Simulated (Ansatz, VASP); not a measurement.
# One calculation of MoS2, two programs

The input INCAR:

```
SYSTEM = MoS2
  PREC = Accurate
  ENCUT = 520
  EDIFF = 1E-6
  ISMEAR = 0
  SIGMA = 0.15
  LREAL = .False.
  LASPH = .True.
  NELM = 80
  ALGO = Normal
  ISIF = 2
  LWAVE = .False.
  LCHARG = .False.
  GGA = PE
  IVDW = 12
  NBANDS = 20
```

The input KPOINTS:

```
Automatic mesh
0
Gamma
  15 15 15
  0 0 0
```

POSCAR

```
MoS2
1.0
    1.5671157387      0.9047746936      5.9549887142
   -1.5671157387      0.9047746936      5.9549887142
    0.0000000000     -1.8095493872      5.9549887142
Mo S
1 2
Direct
    0.0000000000      0.0000000000      0.0000000000
    0.7688044826      0.7688044826      0.7315023783
    0.2311955174      0.2311955174      0.2684976217
```

Input for Ansatz:

```yaml
crystal:
  lattice:
    - [1.5671157387, 0.9047746936, 5.9549887142]
    - [-1.5671157387, 0.9047746936, 5.9549887142]
    - [0.0, -1.8095493872, 5.9549887142]
  atoms:
    - { symbol: Mo, position: [0.0, 0.0, 0.0] }
    - { symbol: S, position: [0.7688044826, 0.7688044826, 0.7315023783] }
    - { symbol: S, position: [0.2311955174, 0.2311955174, 0.2684976217] }
basis:
  ecutwfc: 420
kpoints:
  mp_grid: { grid: [15, 15, 15] }
hamiltonian:
  xc: pbe
  pseudopotentials: { kind: paw, azcp: { folder: soft_1 } }
  dispersion: d3bj
scf:
  occupations: { method: gaussian, width: 0.15 }
output:
  forces: true
  stress: true
  eigenvalues: true
```

Change from the starting cell: mode 7 frozen in at +0.068 Å, normal strain along y +0.0000.

Alike in both runs: task single point; functional PBE; dispersion D3(BJ); k mesh 15 × 15 × 15; occupations gaussian, width 0.15 eV; no spin polarisation.

|  | VASP | Ansatz |
| --- | --- | --- |
| version | VASP 6.6.1 | Ansatz 0.2.0 |
| potentials or method | VASP PAW PBE potentials, release 64 (Mo_sv, S), cutoff 520 eV | scalar-relativistic, plane waves, PAW |
| valence electrons in the cell | 26 | 26 |

```tsv
	VASP	Ansatz	Ansatz less VASP
gap on the k mesh at the Fermi level (eV)	none	none	-
pressure (GPa)	0.2	0.3	+0.11
traceless stress, the component that is largest in VASP (GPa)	-5.51	-5.53	-0.021
rms of the force components (eV/Å)	0.275	0.276	+0.0010
```

Atom by atom the forces differ by 0.006 eV/Å (rms over components). A gap of «none» marks a metal or a gap that the smearing closes.
